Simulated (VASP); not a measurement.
Set up this calculation in VASP 6.6.1, as the native input.

* Task: single point
* Functional: HSE06
* Potentials or basis: VASP PAW PBE potentials, release 64 (Si, F)
* Cutoff: 520 eV
* k mesh: 5 × 5 × 5
* Occupations: gaussian, width 0.05 eV
* Spin: no spin polarisation
* Dipole correction: no
* Grid for exact exchange (PRECFOCK): Normal
* Further INCAR settings: ALGO = Normal; EDIFF = 1e-07; NBANDS = 12
* Screening parameter: 0.2079 1/Å

Crystal: SiF.

```
Si F
1.0
     3.02860    0.00000    0.00000
     0.00000    3.02860    0.00000
     0.00000    0.00000    3.02860
Si F
1 1
Direct
  0.50000 0.50000 0.50000
  0.00000 0.00000 0.00000
```

The input as run:

POSCAR

```
SiF
1.0
    3.0286000000      0.0000000000      0.0000000000
    0.0000000000      3.0286000000      0.0000000000
    0.0000000000      0.0000000000      3.0286000000
Si F
1 1
Direct
    0.5000000000      0.5000000000      0.5000000000
    0.0000000000      0.0000000000      0.0000000000
```

INCAR.step1

```
SYSTEM = SiF
PREC = Accurate
ENCUT = 520
EDIFF = 1E-5
ISMEAR = 0
SIGMA = 0.05
LREAL = .FALSE.
LASPH = .TRUE.
NELM = 60
ALGO = Normal
ISIF = 2
LWAVE = .TRUE.
GGA = PE
NBANDS = 12
```

INCAR.step2

```
SYSTEM = SiF
PREC = Accurate
ENCUT = 520
EDIFF = 1E-7
ISMEAR = 0
SIGMA = 0.05
LREAL = .FALSE.
LASPH = .TRUE.
NELM = 60
ALGO = Normal
ISIF = 2
LWAVE = .FALSE.
LCHARG = .TRUE.
GGA = PE
LHFCALC = .TRUE.
HFSCREEN = 0.2079
PRECFOCK = Normal
LELF = .TRUE.
LVHAR = .TRUE.
ISTART = 1
NBANDS = 12
```

KPOINTS

```
regular mesh
0
G
  5 5 5
  0 0 0
```

Potentials or basis: VASP PAW PBE potentials, release 64 (Si, F).

Command:

```sh
$ cat potpaw_PBE.64/Si/POTCAR potpaw_PBE.64/F/POTCAR > POTCAR
$ cp INCAR.step1 INCAR
$ mpirun -np 1 vasp_std > vasp.out
$ cp INCAR.step2 INCAR
$ mpirun -np 1 vasp_std > vasp.out
```

Results of the run:

| Property | Result |
| --- | --- |
| Pressure | -2.0 GPa |

Caveat: the k points lie up to 0.41 Å⁻¹ apart; the PAW data sets were made with another functional, which shifts forces and pressure a little; an odd number of electrons without spin polarisation forces a metal; a magnetic or distorted state may lie lower.

It took 99 s on 1 thread of Intel(R) Xeon(R) 6975P-C (Granite Rapids), on a shared host, peak memory 0.24 GiB.
